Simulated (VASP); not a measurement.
# NiO (F-43m) in VASP: notebook

NiO is run at these levels: PBE-based screened hybrid with 25 % exact exchange, HF; tasks: single point.

Program: VASP 6.6.1. These are calculated values, not measurements. Logs are shortened: lines on timing, memory, paths and dates and some standing lists are left out, and cuts for length are marked.

## 1. The cell of the first run

The structure is cubic, space group F-43m (No. 216). The conventional cell has a = 4.448 Å, b = 4.448 Å, c = 4.448 Å, α = 90.00°, β = 90.00°, γ = 90.00°. Within 2.6 Å of Ni (site symmetry -43m) lie 4 O at 1.93 Å. Within 2.6 Å of O (site symmetry -43m) lie 4 Ni at 1.93 Å.

## 2. Single point, PBE-based screened hybrid with 25 % exact exchange, collinear spin, ferromagnetic start

Input file POSCAR:

```
NiO
1.0
    0.0000000000      2.2241758467      2.2241758467
    2.2241758467      0.0000000000      2.2241758467
    2.2241758467      2.2241758467      0.0000000000
Ni O
1 1
Direct
    0.0000000000      0.0000000000      0.0000000000
    0.2500000000      0.2500000000      0.2500000000
```

Input file INCAR.step1:

```
SYSTEM = NiO
ALGO     = Normal         ! electronic algorithm
EDIFF    = 1E-5           ! SCF threshold, eV
ENCUT    = 520            ! plane-wave cutoff, eV
GGA      = PE             ! functional
ISIF     = 2              ! what is computed and relaxed
ISMEAR   = -1             ! smearing method
ISPIN    = 2              ! spin polarisation
LASPH    = .TRUE.         ! aspherical terms in the spheres
LCHARG   = .FALSE.        ! write CHGCAR
LMAXMIX  = 4              ! l up to which the mixer works
LORBIT   = 11             ! projections on sites
LREAL    = .FALSE.        ! projectors in reciprocal space
LWAVE    = .TRUE.         ! write WAVECAR
MAGMOM   = 1 0            ! initial moments
NBANDS   = 19             ! bands
NELM     = 150            ! most SCF steps
PREC     = Accurate       ! precision mode
SIGMA    = 0.05           ! smearing width, eV
```

Input file INCAR.step2:

```
SYSTEM = NiO
AEXX     = 0.25           ! exact-exchange fraction
ALGO     = Normal         ! electronic algorithm
EDIFF    = 1E-7           ! SCF threshold, eV
ENCUT    = 520            ! plane-wave cutoff, eV
GGA      = PE             ! functional
HFSCREEN = 0.3            ! screening, 1/A
ISIF     = 2              ! what is computed and relaxed
ISMEAR   = -1             ! smearing method
ISPIN    = 2              ! spin polarisation
ISTART   = 1            
LASPH    = .TRUE.         ! aspherical terms in the spheres
LCHARG   = .FALSE.        ! write CHGCAR
LHFCALC  = .TRUE.         ! exact exchange
LMAXMIX  = 4              ! l up to which the mixer works
LORBIT   = 11             ! projections on sites
LREAL    = .FALSE.        ! projectors in reciprocal space
LWAVE    = .FALSE.        ! write WAVECAR
MAGMOM   = 1 0            ! initial moments
NBANDS   = 19             ! bands
NELM     = 150            ! most SCF steps
PREC     = Accurate       ! precision mode
PRECFOCK = Normal       
SIGMA    = 0.05           ! smearing width, eV
```

Input file KPOINTS:

```
k-points
0
G
  5 5 5
  0 0 0
```

Potentials or basis: VASP PAW PBE potentials, release 64 (Ni, O).

Command:

```bash
cat potpaw_PBE.64/Ni/POTCAR potpaw_PBE.64/O/POTCAR > POTCAR
cp INCAR.step1 INCAR
mpirun -np 1 vasp_std > vasp.out
cp INCAR.step2 INCAR
mpirun -np 1 vasp_std > vasp.out
```

OUTCAR:

```text
SYSTEM = NiO
   AEXX = 0.25
   EDIFF = 1E-7
   ENCUT = 520
   GGA = PE
   HFSCREEN = 0.3
   ISIF = 2
   ISMEAR = -1
   ISPIN = 2
   ISTART = 1
   LASPH = .TRUE.
   LHFCALC = .TRUE.
   LORBIT = 11
   LREAL = .FALSE.
   NELM = 150
   PREC = Accurate
   PRECFOCK = Normal

 ion  position               nearest neighbor table
   1  0.000  0.000  0.000-   2 1.93   2 1.93   2 1.93   2 1.93
   2  0.250  0.250  0.250-   1 1.93   1 1.93   1 1.93   1 1.93

  LATTYP: Found a face centered cubic cell.
 ALAT       =     4.4483516934

  Lattice vectors:

 A1 = (   0.0000000000,   2.2241758467,   2.2241758467)
 A2 = (   2.2241758467,   0.0000000000,   2.2241758467)
 A3 = (   2.2241758467,   2.2241758467,   0.0000000000)

Analysis of symmetry for initial positions (statically):
=====================================================================
 Subroutine PRICEL returns:
 Original cell was already a primitive cell.

 Routine SETGRP: Setting up the symmetry group for a
 face centered cubic supercell.

 Subroutine GETGRP returns: Found 24 space group operations
 (whereof 24 operations were pure point group operations)
 out of a pool of 48 trial point group operations.

The static configuration has the point symmetry T_d .

Analysis of symmetry for dynamics (positions and initial velocities):
=====================================================================
 Subroutine PRICEL returns:
 Original cell was already a primitive cell.

 Routine SETGRP: Setting up the symmetry group for a
 face centered cubic supercell.

 Subroutine GETGRP returns: Found 24 space group operations
 (whereof 24 operations were pure point group operations)
 out of a pool of 48 trial point group operations.

The dynamic configuration has the point symmetry T_d .

Analysis of structural, dynamic, and magnetic symmetry:
=====================================================================
 Subroutine PRICEL returns:
 Original cell was already a primitive cell.

 Routine SETGRP: Setting up the symmetry group for a
 face centered cubic supercell.

 Subroutine GETGRP returns: Found 24 space group operations
 (whereof 24 operations were pure point group operations)
 out of a pool of 48 trial point group operations.

The overall configuration has the point symmetry T_d .

 Subroutine INISYM returns: Found 24 space group operations
 (whereof 24 operations are pure point group operations),
 and found     1 'primitive' translations

----------------------------------------------------------------------------------------

                                     Primitive cell

  volume of cell :      22.0058

  direct lattice vectors                    reciprocal lattice vectors
     0.000000000  2.224175847  2.224175847    -0.224802369  0.224802369  0.224802369
     2.224175847  0.000000000  2.224175847     0.224802369 -0.224802369  0.224802369
     2.224175847  2.224175847  0.000000000     0.224802369  0.224802369 -0.224802369

  length of vectors
     3.145459648  3.145459648  3.145459648     0.389369125  0.389369125  0.389369125

  position of ions in fractional coordinates (direct lattice)
     0.000000000  0.000000000  0.000000000
     0.250000000  0.250000000  0.250000000

  ion indices of the primitive-cell ions
   primitive index   ion index
                 1           1
                 2           2

----------------------------------------------------------------------------------------

 KPOINTS: k-points

Automatic generation of k-mesh.
 Grid dimensions read from file:
 generate k-points for:    5    5    5

 Generating k-lattice:

  Cartesian coordinates                     Fractional coordinates (reciprocal lattice)
    -0.044960474  0.044960474  0.044960474     0.200000000  0.000000000  0.000000000
     0.044960474 -0.044960474  0.044960474     0.000000000  0.200000000  0.000000000
     0.044960474  0.044960474 -0.044960474     0.000000000  0.000000000  0.200000000

  Length of vectors
     0.077873825  0.077873825  0.077873825

  Shift w.r.t. Gamma in fractional coordinates (k-lattice)
     0.000000000  0.000000000  0.000000000

 Subroutine IBZKPT returns following result:
 ===========================================

 Found     10 irreducible k-points:

 Following reciprocal coordinates:
            Coordinates               Weight
  0.000000  0.000000  0.000000      1.000000
  0.200000  0.000000  0.000000      8.000000
  0.400000  0.000000  0.000000      8.000000
  0.200000  0.200000  0.000000      6.000000
  0.400000  0.200000  0.000000     24.000000
 -0.400000  0.200000  0.000000     24.000000
 -0.200000  0.200000  0.000000     12.000000
  0.400000  0.400000  0.000000      6.000000
 -0.400000  0.400000  0.000000     12.000000
 -0.400000  0.400000  0.200000     24.000000
   k-points           NKPTS =     10   k-points in BZ     NKDIM =    125   number of bands    NBANDS=     19
   number of dos      NEDOS =    301   number of ions     NIONS =      2
   total plane-waves  NPLWV =  13824
   dimension x,y,z NGX =    24 NGY =   24 NGZ =   24
   dimension x,y,z NGXF=    48 NGYF=   48 NGZF=   48
   ions per type =               1   1
   NGX,Y,Z   is equivalent  to a cutoff of  12.68, 12.68, 12.68 a.u.
   NGXF,Y,Z  is equivalent  to a cutoff of  25.37, 25.37, 25.37 a.u.
 SYSTEM =  NiO
   PREC   = accura    normal or accurate (medium, high low for compatibility)
   ISTART =      1    job   : 0-new  1-cont  2-samecut
   ICHARG =      0    charge: 1-file 2-atom 10-const
   ISPIN  =      2    spin polarized calculation?
   LNONCOLLINEAR =      F non collinear calculations
   LSORBIT =      F    spin-orbit coupling
   LASPH  =      T    aspherical Exc in radial PAW
   ENCUT  =  520.0 eV  38.22 Ry    6.18 a.u.   5.85  5.85  5.85*2*pi/ulx,y,z
   NELM   =    150;   NELMIN=  2; NELMDL=  0     # of ELM steps
   EDIFF  = 0.1E-06   stopping-criterion for ELM
   LREAL  =      F    real-space projection
   EDIFFG = 0.1E-05   stopping-criterion for IOM
   NSW    =      0    number of steps for IOM
   IBRION =     -1    ionic relax: 0-MD 1-quasi-New 2-CG
   NFREE  =      0    steps in history (QN), initial steepest desc. (CG)
   ISIF   =      2    stress and relaxation
   ISYM   =      3    0-nonsym 1-usesym 2-fastsym
   POTIM  = 0.5000    time-step for ionic-motion
   TEBEG  =    0.0;   TEEND  =   0.0 temperature during run
   PSTRESS=    0.0 pullay stress
   NELECT =      16.0000    total number of electrons
   NUPDOWN=      -1.0000    fix difference up-down
   EMIN   =  10.00;   EMAX   =-10.00  energy-range for DOS
   EFERMI =   0.00;   METHOD = LEGACY
   ISMEAR =    -1;   SIGMA  =   0.05  broadening in eV -4-tet -1-fermi 0-gaus
   EFERMI_NEDOS =   21; number of points for ismear=-14 and -15
   IALGO  =     38    algorithm
   IMIX   =      1    mixing-type and parameters
     AMIX     =   0.40;   BMIX     =  1.00
     AMIX_MAG =   1.60;   BMIX_MAG =  1.00
  volume/ion in A,a.u.               =      11.00        74.25
  Fermi-wavevector in a.u.,A,eV,Ry     =   1.472095  2.781855 29.484674  2.167062
  Thomas-Fermi vector in A             =   2.587151
   LORBIT       =     11    0 simple, 1 ext, 2 COOP (PROOUT), +10 PAW based schemes
   GGA     = PE    functional components
   LHFCALC =     T    Hartree Fock is set to
   PRECFOCK=normal    Normal, Fast or Accurate (Low or Medium for compatibility)
   ENCUT4O =  -1.0   cutoff for four orbital integrals eV
   NKREDX  =     1    reduce k-point grid by
   NKREDY  =     1    reduce k-point grid by
   NKREDZ  =     1    reduce k-point grid by
   AEXX    =    0.2500 exact exchange contribution
   HFSCREEN=    0.3000 screening length (either q_TF or 0.3 A-1)
   HFSCREENC=   0.3000 screening length for correlation (either q_TF or 0.3 A-1)
   ENCUTFOCK=  -1.0 apply spherical cutoff to Coloumb kernel
   IVDW    =     0    specifies the selected vdW correction
   LEPSILON=     F    determine dielectric tensor
   LRPA    =     F    only Hartree local field effects (RPA)
 spin polarized calculation
  energy-cutoff  :      520.00
  volume of cell :       22.01
 maximum number of plane-waves:       609
  NGX = 18; NGY = 18; NGZ = 18

 number of electron      16.0000010 magnetization       1.9988835

 Free energy of the ion-electron system (eV)
  ---------------------------------------------------
  ext. energy  EPLUGINS =         0.00000000
  ---------------------------------------------------
  free energy    TOTEN  =       -14.66946210 eV

  energy without entropy =      -14.65868723  energy(sigma->0) =      -14.66407467

 E-fermi :   6.4436     XC(G=0):  -9.4473

 val. band max:        6.4274610064   @ k =  -0.4000   0.4000   0.2000
 cond. band min:       6.5700308753   @ k =  -0.2000   0.2000   0.0000
 fundamental gap:      0.1425698689
 Fermi energy:         6.4436358206

 spin component 1

 k-point     1 :       0.0000    0.0000    0.0000
  band No.  band energies     occupation
      1     -16.7042      1.00000
      2      -2.3394      1.00000
      3      -2.3394      1.00000
      4      -2.3393      1.00000
      5       0.8535      1.00000
      6       0.8536      1.00000
[... 11 lines left out ...]
     18      29.9529      0.00000
     19      29.9530      0.00000
[... 180 lines left out ...]
      2      -2.3680      1.00000
      3      -1.6434      1.00000
      4      -1.2499      1.00000
      5       0.4018      1.00000
      6       0.5737      1.00000
[... 11 lines left out ...]
     18      35.8836      0.00000
     19      36.2468      0.00000
 Fermi energy:         6.4436358206

 spin component 2

 k-point     1 :       0.0000    0.0000    0.0000
  band No.  band energies     occupation
      1     -15.9194      1.00000
      2      -0.0234      1.00000
      3      -0.0234      1.00000
      4      -0.0233      1.00000
      5       2.1709      1.00000
      6       2.1711      1.00000
[... 11 lines left out ...]
     18      30.1512      0.00000
     19      30.1513      0.00000
[... 181 lines left out ...]
      3      -0.3989      1.00000
      4       0.3655      1.00000
      5       2.6483      1.00000
      6       3.0045      1.00000
[... 11 lines left out ...]
     18      36.0849      0.00000
     19      36.4086      0.00000

------------------------ aborting loop because EDIFF is reached ----------------------------------------

  FORCE on cell =-STRESS in cart. coord.  units (eV):
  Direction    XX          YY          ZZ          XY          YZ          ZX
  --------------------------------------------------------------------------------------
  -------------------------------------------------------------------------------------
  Total        0.0812239      0.0812239      0.0812239      0.0000000      0.0000000      0.0000000
  in kB        5.9136677      5.9136677      5.9136677      0.0000000      0.0000000      0.0000000
  external PRESSURE =       5.9136677 kB  Pullay stress =       0.0000000 kB

 VOLUME and BASIS-vectors are now :
 -----------------------------------------------------------------------------
  energy-cutoff  :      520.00
  volume of cell :       22.01
      direct lattice vectors                 reciprocal lattice vectors
     0.000000000  2.224175847  2.224175847    -0.224802369  0.224802369  0.224802369
     2.224175847  0.000000000  2.224175847     0.224802369 -0.224802369  0.224802369
     2.224175847  2.224175847  0.000000000     0.224802369  0.224802369 -0.224802369

 POSITION                                       TOTAL-FORCE (eV/Angst)
 -----------------------------------------------------------------------------------
      0.00000      0.00000      0.00000        -0.000000     -0.000000      0.000000
      1.11209      1.11209      1.11209         0.000000      0.000000     -0.000000
 -----------------------------------------------------------------------------------
    total drift:                                0.000002     -0.000006      0.000004

  FREE ENERGIE OF THE ION-ELECTRON SYSTEM (eV)
  ---------------------------------------------------
  free  energy   TOTEN  =       -14.6694621038 eV

  energy  without entropy=      -14.6586872304  energy(sigma->0) =      -14.66407467

 total charge

# of ion       s       p       d       tot
------------------------------------------
    1        0.389   0.519   8.207   9.115
    2        1.554   3.488   0.000   5.042
--------------------------------------------------
tot          1.943   4.007   8.207  14.157

 magnetization (x)

# of ion       s       p       d       tot
------------------------------------------
    1       -0.008   0.021   1.636   1.649
    2        0.019   0.322   0.000   0.341
--------------------------------------------------
tot          0.011   0.343   1.636   1.990
```

Run time: 20 min. Hardware: 1 thread of Intel Xeon Platinum 8259CL at 2.50GHz (Skylake/Cascade Lake), shared host; peak memory 0.25 GiB.

What came out:

```
Free energy                                           : -14.6695 eV
Pressure                                              : 0.6 GPa
Band gap on the k mesh                                : zero (filled and empty bands overlap)
Net moment                                            : 2.00 μB per cell
Site moments                                          : Ni +1.65; O +0.34 μB
Valence electrons inside the program's atomic spheres : Ni 9.12; O 5.04
```

Levels at points of the mesh, in eV from the Fermi level:
Spin up:
```
           k point  band 7  band 8  band 9  band 10  band 11  band 12
(0.00, 0.00, 0.00)   -2.13   -2.13   -2.13     0.35    14.61    14.61
```
Spin down:
| k point | band 3 | band 4 | band 5 | band 6 | band 7 | band 8 | band 9 | band 10 | band 11 | band 12 |
| --- | --- | --- | --- | --- | --- | --- | --- | --- | --- | --- |
| (0.00, 0.00, 0.00) | -6.47 | -6.47 | -4.27 | -4.27 | 0.44 | 2.22 | 2.22 | 2.22 | 14.82 | 14.82 |

Caveat: the k points lie up to 0.49 Å⁻¹ apart, too coarse for converged energies and pressures of a metal; the PAW data sets were made with another functional, which shifts forces and pressure a little; a cell with one magnetic atom can't hold antiferromagnetic order, which such compounds often take.

[end of part 1 of 2]
